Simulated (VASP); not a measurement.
Here is a VASP 6.6.1 calculation.

INCAR

```
  PREC = Accurate
  ENCUT = 520
  EDIFF = 1E-7
  ISMEAR = 0
  SIGMA = 0.02
  LREAL = Auto
  LASPH = T
  NELM = 100
  ALGO = Fast
  ISIF = 2
  LWAVE = F
  LCHARG = F
  GGA = PE
  NELECT = 214.0
  NBANDS = 138
```

The input KPOINTS:

```
regular mesh
0
Gamma
  2 2 2
```

File POSCAR:

```
Si
1.0
    8.2051406440      0.0000000000      8.2051406440
    8.2051406440      8.2051406440      0.0000000000
    0.0000000000      8.2051406440      8.2051406440
Si
53
Direct
    0.2064934135      0.2064936573      0.2064940229
    0.2456472823      0.5779359192      0.2456469167
    0.2501197833      0.9389853671      0.2501196614
    0.5779361629      0.2456471604      0.2456469167
    0.5814108748      0.5814109967      0.2486644762
    0.5846185590      0.9185466559      0.2474760139
    0.9389853671      0.2501199052      0.2501199052
    0.9185465341      0.5846185590      0.2474761358
    0.9201198770      0.9201198770      0.2496946840
    0.2456472823      0.2456471604      0.5779355535
    0.2486645371      0.5814108139      0.5814108139
    0.2474759530      0.9185463512      0.5846187419
    0.5814107530      0.2486645980      0.5814108748
    0.5829303491      0.5829303491      0.5829304710
    0.5829511288      0.9165836792      0.5829508850
    0.9185463512      0.2474759530      0.5846188637
    0.9165837402      0.5829510678      0.5829509459
    0.9181159503      0.9181159503      0.5834564827
    0.2501194177      0.2501194177      0.9389854890
    0.2474758311      0.5846182544      0.9185465950
    0.2496948058      0.9201196332      0.9201196332
    0.5846182544      0.2474758311      0.9185467169
    0.5829510069      0.5829510069      0.9165835573
    0.5834565436      0.9181158894      0.9181157675
    0.9201196942      0.2496947449      0.9201196942
    0.9181158894      0.5834565436      0.9181158894
    0.9181405081      0.9181405081      0.9181407519
    0.1673152307      0.4741169187      0.1673154745
    0.1709380815      0.8370787654      0.1709377159
    0.4741168578      0.1673154135      0.1673154135
    0.4963362210      0.4963360991      0.1674436258
    0.4991225230      0.8316680720      0.1694587040
    0.8370788872      0.1709380815      0.1709378377
    0.8316679501      0.4991226449      0.1694588259
    0.8350995184      0.8350996402      0.1685683476
    0.1673151698      0.1673151698      0.4741172234
    0.1674439305      0.4963361601      0.4963357944
    0.1694588869      0.8316678892      0.4991224621
    0.4963362210      0.1674438696      0.4963358554
    0.4990291060      0.4990291060      0.4990289841
    0.4988419672      0.8339083749      0.4988420891
    0.8316678892      0.1694588869      0.4991225840
    0.8339083139      0.4988420281      0.4988421500
    0.8340677871      0.8340677871      0.5006274332
    0.1709378987      0.1709377768      0.8370783388
    0.1694588259      0.4991221574      0.8316678283
    0.1685681648      0.8350992137      0.8350997012
    0.4991221574      0.1694588259      0.8316679501
    0.4988418453      0.4988418453      0.8339084967
    0.5006276161      0.8340676043      0.8340676043
    0.8350992746      0.1685682257      0.8350997621
    0.8340677262      0.5006276161      0.8340676043
    0.8343026399      0.8343026399      0.8343025180
```

Potentials or basis: VASP PAW PBE potentials, release 64 (Si).

Launch:

```console
$ cat potpaw_PBE.64/Si/POTCAR > POTCAR
$ mpirun -np 1 vasp_std > vasp.out
```

(1) Predict the largest force.

## Answers

(1) 0.046 eV/Å.

Caveat: the cell carries a net charge on a neutralising background, which shifts energy and pressure.
